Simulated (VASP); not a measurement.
# H4C in VASP: notebook, part 2 of 2

VASP 6.6.1. Earlier steps stand in the parts before.

### 3 Single point, LDA

File INCAR:

```
SYSTEM = H4C
ALGO = Normal ; EDIFF = 1E-6
ENCUT = 520 ; GGA_COMPAT = .False.
ISIF = 2 ; ISMEAR = -1
LASPH = .True. ; LCHARG = .True.
LELF = .True. ; LREAL = Auto
LVHAR = .True. ; LWAVE = .False.
NBANDS = 58 ; NELM = 120
PREC = Accurate ; SIGMA = 0.05
```

File KPOINTS:

```
k-points
0
Gamma
  1 1 1
  0 0 0
```

File POSCAR:

```
H4C
1.0
    7.6834750000      0.0000000000      0.0000000000
    0.0000000000      7.6834750000      0.0000000000
    0.0000000000      0.0000000000      7.6834750000
C H
8 32
Direct
    0.8922004692      0.2285294089      0.2053497929
    0.6483004109      0.8259023424      0.1467304833
    0.0842197053      0.6546777337      0.3190353323
    0.1184750390      0.9768366527      0.8755283254
    0.7340428647      0.4777135346      0.6111817895
    0.6018240445      1.0171439355      0.6958179730
    0.4344778892      0.3526529337      0.1325572088
    0.2166727945      0.2343991488      0.5370616811
    0.8732246802      0.0881241886      0.2024474603
    0.8412990216      0.2634354898      0.3324797699
    0.8128353382      0.2864719414      0.1064232004
    1.0211525384      0.2740686994      0.1852026590
    0.7977900624      0.8294163774      0.1311646098
    0.6083445316      0.8750467725      0.2765675687
    0.5857375732      0.6929937301      0.1287568450
    0.5965139471      0.9176837303      0.0465414412
    0.1957317490      0.5829133302      0.2700600965
    0.0732481071      0.6306911912      0.4511630480
   -0.0393702068      0.6141882416      0.2495485441
    0.1051217060      0.7930396077      0.3104064242
    0.0788445332      1.1027822697      0.9179049844
    0.1306830568      0.8775977016      0.9899817465
    0.2375747953      0.9850490826      0.8021370539
    0.0102297463      0.9304904356      0.7908921419
    0.7257393302      0.6208258633      0.6413113858
    0.6064964095      0.4262784743      0.6572807226
    0.8356375208      0.4156322497      0.6920436391
    0.7705107390      0.4611324954      0.4703731059
    0.5447274833      1.1113721331      0.7829790557
    0.5443500499      0.8920833347      0.7141950745
    0.7397694403      1.0196167750      0.7470057494
    0.5940541226      1.0572169494      0.5550353193
    0.5129840339      0.3851512499      0.2496396487
    0.3520932911      0.2383947368      0.1656932573
    0.5086760873      0.3145321616      0.0146548274
    0.3537592040      0.4743947237      0.0970784704
    0.3237337273      0.2011459659      0.6175981571
    0.1799446214      0.1219239992      0.4566683695
    0.2693052297      0.3324146952      0.4488984476
    0.1150260787      0.3033653393      0.6157109901
```

Potentials or basis: VASP PAW LDA potentials, release 64 (C, H).

The run is started by

```
$ cat potpaw_LDA.64/C/POTCAR potpaw_LDA.64/H/POTCAR > POTCAR
$ mpirun -np 1 vasp_gam > vasp.out
```

OUTCAR:

```text
SYSTEM = H4C
   EDIFF = 1E-6
   ENCUT = 520
   ISIF = 2
   ISMEAR = -1
   LASPH = .True.
   LREAL = Auto
   NELM = 120
   PREC = Accurate

 ion  position               nearest neighbor table
   1  0.892  0.229  0.205-  12 1.06  11 1.07  10 1.09   9 1.09
   2  0.648  0.826  0.147-  14 1.11  16 1.12  15 1.14  13 1.16
   3  0.084  0.655  0.319-  18 1.04  20 1.08  17 1.09  19 1.13
   4  0.118  0.977  0.876-  21 1.07  23 1.08  24 1.11  22 1.17
   5  0.734  0.478  0.611-  27 1.11  26 1.11  28 1.12  25 1.13
   6  0.602  0.017  0.696-  30 1.07  29 1.08  32 1.13  31 1.13
   7  0.434  0.353  0.133-  35 1.11  33 1.11  34 1.11  36 1.15
   8  0.217  0.234  0.537-  37 1.06  39 1.09  38 1.10  40 1.12
   9  0.873  0.088  0.202-   1 1.09
  10  0.841  0.263  0.332-   1 1.09
  11  0.813  0.286  0.106-   1 1.07
  12  0.021  0.274  0.185-   1 1.06
  13  0.798  0.829  0.131-   2 1.16
  14  0.608  0.875  0.277-   2 1.11
[... 24 lines left out ...]
  39  0.269  0.332  0.449-   8 1.09
  40  0.115  0.303  0.616-   8 1.12

  LATTYP: Found a simple cubic cell.
 ALAT       =     7.6834750000

  Lattice vectors:

 A1 = (   7.6834750000,   0.0000000000,   0.0000000000)
 A2 = (   0.0000000000,   7.6834750000,   0.0000000000)
[... 236 lines left out ...]
  band No.  band energies     occupation
      1     -15.0878      2.00000
      2     -14.8098      2.00000
      3     -14.6744      2.00000
      4     -14.6001      2.00000
      5     -14.5471      2.00000
      6     -14.4936      2.00000
[... 36 lines left out ...]
     43       3.6720      0.00000
     44       3.9208      0.00000
 [bands above 44 left out]

------------------------ aborting loop because EDIFF is reached ----------------------------------------

  FORCE on cell =-STRESS in cart. coord.  units (eV):
  Direction    XX          YY          ZZ          XY          YZ          ZX
  --------------------------------------------------------------------------------------
  -------------------------------------------------------------------------------------
  Total       -1.2410358     -1.6623863     -1.8861983     -0.6758399      0.3332290     -0.5758120
  in kB       -4.3835086     -5.8717763     -6.6623106     -2.3871592      1.1770105     -2.0338468
  external PRESSURE =      -5.6391985 kB  Pullay stress =       0.0000000 kB

 VOLUME and BASIS-vectors are now :
 -----------------------------------------------------------------------------
  energy-cutoff  :      520.00
  volume of cell :      453.60
      direct lattice vectors                 reciprocal lattice vectors
     7.683475000  0.000000000  0.000000000     0.130149444  0.000000000  0.000000000
     0.000000000  7.683475000  0.000000000     0.000000000  0.130149444  0.000000000
     0.000000000  0.000000000  7.683475000     0.000000000  0.000000000  0.130149444

 POSITION                                       TOTAL-FORCE (eV/Angst)
 -----------------------------------------------------------------------------------
      6.85520      1.75590      1.57780        -0.916431     -0.556197      0.486849
      4.98120      6.34580      1.12740         0.420391     -0.082066     -0.382449
      0.64710      5.03020      2.45130        -0.896982     -0.180367     -2.083839
      0.91030      7.50550      6.72710        -0.815242     -2.281685      0.832977
      5.64000      3.67050      4.69600        -0.053612      0.768949      0.244410
      4.62410      0.13172      5.34630         1.730964      0.914347     -0.455393
[... 32 lines left out ...]
      2.06920      2.55410      3.44910         0.032630      0.297098     -0.383174
      0.88380      2.33090      4.73080         0.130708     -0.787542     -0.446264
 -----------------------------------------------------------------------------------
    total drift:                                0.003633     -0.007000      0.005659

  FREE ENERGIE OF THE ION-ELECTRON SYSTEM (eV)
  ---------------------------------------------------
  free  energy   TOTEN  =      -198.3726891713 eV

  energy  without entropy=     -198.3726891712  energy(sigma->0) =     -198.37268917
```

stdout:

```text
POSCAR found type information on POSCAR C H
 POSCAR found :  2 types and      40 ions
 scaLAPACK will be used
 LDA part: xc-table for (Slater(with rela. corr.)+CA(PZ))
 , standard interpolation
 POSCAR, INCAR and KPOINTS ok, starting setup
 FFT: planning ... GRIDC
 FFT: planning ... GRID_SOFT
 FFT: planning ... GRID
 WAVECAR not read
 entering main loop
```

It took 2.4 min on 1 thread of Intel Xeon 8259CL, shared host; peak memory 0.34 GiB.

What came out:

```yaml
Free_energy: -198.3727 eV
Pressure: -0.6 GPa
Largest_force: 2.562 eV/Å
Band_gap_on_the_k_mesh: 6.68 eV
```

Forces on the atoms (eV/Å):
```
C   -0.916 -0.556  0.487
C    0.420 -0.082 -0.382
C   -0.897 -0.180 -2.084
C   -0.815 -2.282  0.833
C   -0.054  0.769  0.244
C    1.731  0.914 -0.455
C   -0.828  0.768 -0.296
C   -0.651  1.019 -0.462
H    0.400 -0.416 -0.372
H    0.022  0.493  0.417
H   -0.747  0.358 -0.651
H    1.297  0.064  0.110
H   -1.514 -0.382  0.289
H    0.290 -0.088 -0.221
H    0.757  0.863 -0.001
H    0.049 -0.367  0.287
H    0.275 -0.156 -0.277
H   -0.380 -0.736  2.412
H    0.861  0.304  0.444
H    0.100  0.788 -0.462
H   -0.132  1.036  0.687
H   -0.069  1.292 -1.203
H    0.579 -0.049 -0.307
H    0.420 -0.057  0.099
H    0.387 -0.650 -0.184
H    0.299 -0.201 -0.699
H   -0.028  0.202 -0.080
H   -0.613 -0.045  0.741
H   -0.852  0.536  0.124
H   -0.421 -0.967  0.190
H   -0.562 -0.386 -0.755
H    0.121 -0.063  0.905
H    0.140 -0.129 -0.525
H   -0.094  0.480 -0.075
H    0.246  0.243  0.429
H    0.578 -1.362  0.361
H    0.918 -0.525  0.964
H   -0.481  0.040  0.297
H    0.033  0.297 -0.383
H    0.131 -0.788 -0.446
```

Levels at points of the mesh, in eV from the valence-band top:
| k point | band 28 | band 29 | band 30 | band 31 | band 32 | band 33 | band 34 | band 35 | band 36 | band 37 |
| --- | --- | --- | --- | --- | --- | --- | --- | --- | --- | --- |
| (0.00, 0.00, 0.00) | -0.28 | -0.20 | -0.09 | -0.04 | 0.00 | 6.68 | 8.66 | 8.77 | 8.98 | 9.13 |

Caveat: the k points lie up to 0.82 Å⁻¹ apart.

### 4 Single point, LDA

File INCAR:

```
PREC = Accurate
ENCUT = 520
EDIFF = 1E-6
ISMEAR = -1
SIGMA = 0.05
LREAL = Auto
LASPH = True
NELM = 120
ALGO = Normal
ISIF = 2
LWAVE = False
LCHARG = True
LELF = True
LVHAR = True
NBANDS = 58
GGA_COMPAT = False
```

File KPOINTS:

```
regular mesh
0
Gamma
  1 1 1
```

File POSCAR:

```
H4C
1.0
    7.6834750000      0.0000000000      0.0000000000
    0.0000000000      7.6834750000      0.0000000000
    0.0000000000      0.0000000000      7.6834750000
C H
8 32
Direct
    0.8701531534      0.1787993063      0.2241954324
    0.6505650113      0.8405831997      0.1708601902
    0.0821373142      0.6439013597      0.3407442596
    0.1243708088      0.9529802596      0.8710641995
    0.7182557372      0.4842079918      0.5690784443
    0.6031645837      1.0426532266      0.6872150947
    0.4102310478      0.3437637267      0.0602201478
    0.2416484729      0.2562382255      0.5212875685
    0.8618756487      0.0383550412      0.2285033790
    0.8853415935      0.2288287526      0.3502842138
    0.7531878479      0.2269936455      0.1584048884
    0.9720081083      0.2355574789      0.1455591383
    0.7741288935      0.7784888999      0.1372816336
    0.6254982283      0.8954281754      0.3016343516
    0.5415518369      0.7524329812      0.1318804317
    0.6479750373      0.9638867830      0.0964927979
    0.2049072848      0.5809741035      0.3130094131
    0.0720897771      0.6406996834      0.4873445934
   -0.0158261724      0.5590439222      0.2915868146
    0.0827490166      0.7740638188      0.2890098556
    0.0383159963      1.0689564292      0.9061004298
    0.1200758771      0.8464269097      0.9651752625
    0.2578911235      0.9972180556      0.8668733874
    0.0816817911      0.9054496826      0.7433485500
    0.7347066269      0.6205395345      0.6114290734
    0.5824057474      0.4874356980      0.5298514019
    0.7376480043      0.3891338229      0.6766339449
    0.8199675277      0.4601954194      0.4656877259
    0.5917244476      1.1588116054      0.7763154042
    0.4723123326      0.9897084327      0.6457364669
    0.6933060887      0.9478914163      0.7486065875
    0.6547297935      1.0982530691      0.5660719922
    0.4632409164      0.4602995389      0.1201279369
    0.3878453434      0.2438349835      0.1599796967
    0.4918998240      0.2872918829     -0.0472832930
    0.2981853914      0.3887824194     -0.0147068872
    0.3276772554      0.3058902385      0.6264353043
    0.2561731508      0.1151171833      0.5080123252
    0.2958296864      0.3170700757      0.4018364087
    0.1094556825      0.3034694588      0.5438684970
```

Potentials or basis: VASP PAW LDA potentials, release 64 (C, H).

The run is started by

```
$ cat potpaw_LDA.64/C/POTCAR potpaw_LDA.64/H/POTCAR > POTCAR
$ mpirun -np 1 vasp_gam > vasp.out
```

OUTCAR:

```text
PREC = Accurate
   ENCUT = 520
   EDIFF = 1E-6
   ISMEAR = -1
   LREAL = Auto
   LASPH = True
   NELM = 120
   ISIF = 2

 ion  position               nearest neighbor table
   1  0.870  0.179  0.224-  10 1.05  12 1.08   9 1.08  11 1.10
   2  0.651  0.841  0.171-  13 1.09  14 1.11  16 1.11  15 1.12
   3  0.082  0.644  0.341-  19 1.07  20 1.08  17 1.08  18 1.13
   4  0.124  0.953  0.871-  23 1.08  22 1.09  24 1.10  21 1.14
   5  0.718  0.484  0.569-  26 1.09  25 1.10  27 1.11  28 1.13
   6  0.603  0.043  0.687-  32 1.10  31 1.11  29 1.13  30 1.13
   7  0.410  0.344  0.060-  33 1.09  36 1.09  34 1.10  35 1.12
   8  0.242  0.256  0.521-  40 1.09  38 1.09  39 1.11  37 1.11
   9  0.862  0.038  0.229-   1 1.08
  10  0.885  0.229  0.350-   1 1.05
  11  0.753  0.227  0.158-   1 1.10
  12  0.972  0.236  0.146-   1 1.08
  13  0.774  0.778  0.137-   2 1.09
  14  0.625  0.895  0.302-   2 1.11
[... 24 lines left out ...]
  39  0.296  0.317  0.402-   8 1.11
  40  0.109  0.303  0.544-   8 1.09

  LATTYP: Found a simple cubic cell.
 ALAT       =     7.6834750000

  Lattice vectors:

 A1 = (   7.6834750000,   0.0000000000,   0.0000000000)
[... 234 lines left out ...]
 Fermi energy:        -4.8297908257

 k-point     1 :       0.0000    0.0000    0.0000
  band No.  band energies     occupation
      1     -15.1634      2.00000
      2     -14.8369      2.00000
      3     -14.7635      2.00000
      4     -14.6406      2.00000
      5     -14.5292      2.00000
      6     -14.4850      2.00000
[... 36 lines left out ...]
     43       3.6310      0.00000
     44       3.8808      0.00000
 [bands above 44 left out]

------------------------ aborting loop because EDIFF is reached ----------------------------------------

  FORCE on cell =-STRESS in cart. coord.  units (eV):
  Direction    XX          YY          ZZ          XY          YZ          ZX
  --------------------------------------------------------------------------------------
  -------------------------------------------------------------------------------------
  Total        1.6994734     -1.7956456     -0.7481255      2.1107496      0.2131869      0.3887568
  in kB        6.0027729     -6.3424662     -2.6424816      7.4554566      0.7530053      1.3731424
  external PRESSURE =      -0.9940583 kB  Pullay stress =       0.0000000 kB

 VOLUME and BASIS-vectors are now :
 -----------------------------------------------------------------------------
  energy-cutoff  :      520.00
  volume of cell :      453.60
      direct lattice vectors                 reciprocal lattice vectors
     7.683475000  0.000000000  0.000000000     0.130149444  0.000000000  0.000000000
     0.000000000  7.683475000  0.000000000     0.000000000  0.130149444  0.000000000
     0.000000000  0.000000000  7.683475000     0.000000000  0.000000000  0.130149444

 POSITION                                       TOTAL-FORCE (eV/Angst)
 -----------------------------------------------------------------------------------
      6.68580      1.37380      1.72260        -0.489954      0.127738     -1.444664
      4.99860      6.45860      1.31280        -1.136105      0.562269     -0.562697
      0.63110      4.94740      2.61810         0.766368     -0.337152      1.832173
      0.95560      7.32220      6.69280        -0.975360      0.918750      0.080402
      5.51870      3.72040      4.37250         0.919460      0.359401      0.153647
      4.63440      0.32773      5.28020        -0.532970      0.582231     -0.031128
[... 32 lines left out ...]
      2.27300      2.43620      3.08750        -0.363958     -0.135823      0.107395
      0.84100      2.33170      4.17880        -0.234902     -0.205308     -0.044080
 -----------------------------------------------------------------------------------
    total drift:                               -0.001917      0.000801     -0.000448

  FREE ENERGIE OF THE ION-ELECTRON SYSTEM (eV)
  ---------------------------------------------------
  free  energy   TOTEN  =      -198.3392751194 eV

  energy  without entropy=     -198.3392751193  energy(sigma->0) =     -198.33927512
```

It took 3.3 min on 1 thread of Intel Xeon 8259CL, shared host; peak memory 0.35 GiB.

What came out:

- Free energy: -198.3393 eV
- Pressure: -0.1 GPa
- Largest force: 2.014 eV/Å
- Band gap on the k mesh: 6.53 eV

Forces on the atoms (eV/Å):
```
C   -0.490  0.128 -1.445
C   -1.136  0.562 -0.563
C    0.766 -0.337  1.832
C   -0.975  0.919  0.080
C    0.919  0.359  0.154
C   -0.533  0.582 -0.031
C    0.363 -0.374 -1.067
C    1.055  0.764 -0.167
H    0.483 -0.384 -0.169
H   -0.097  0.708  1.721
H   -0.502  0.101  0.342
H    0.907 -0.296 -0.347
H    0.262 -0.107  0.653
H    0.545 -0.815  0.212
H    0.331  0.427  0.105
H   -0.299 -0.393 -0.508
H    0.691 -0.174 -0.280
H   -0.077  0.325 -0.798
H   -1.016 -0.380 -0.629
H   -0.261  0.650 -0.244
H    0.623 -1.096  0.000
H   -0.346 -0.040  0.293
H    0.589  0.263 -0.221
H    0.108 -0.059 -0.136
H    0.444 -0.163  0.339
H   -0.298 -0.618 -0.625
H   -0.083  0.445 -0.227
H   -1.078  0.049  0.428
H   -0.274 -0.784 -0.365
H    0.779  0.151  0.797
H   -0.366  0.072 -0.334
H    0.449 -0.118 -0.096
H    0.616  0.235  0.115
H   -0.361  0.022 -0.180
H    0.147  0.381  0.818
H   -0.748 -0.221  0.319
H   -0.258 -0.340 -0.011
H   -0.282 -0.102  0.173
H   -0.364 -0.136  0.107
H   -0.235 -0.205 -0.044
```

Caveat: the k points lie up to 0.82 Å⁻¹ apart.
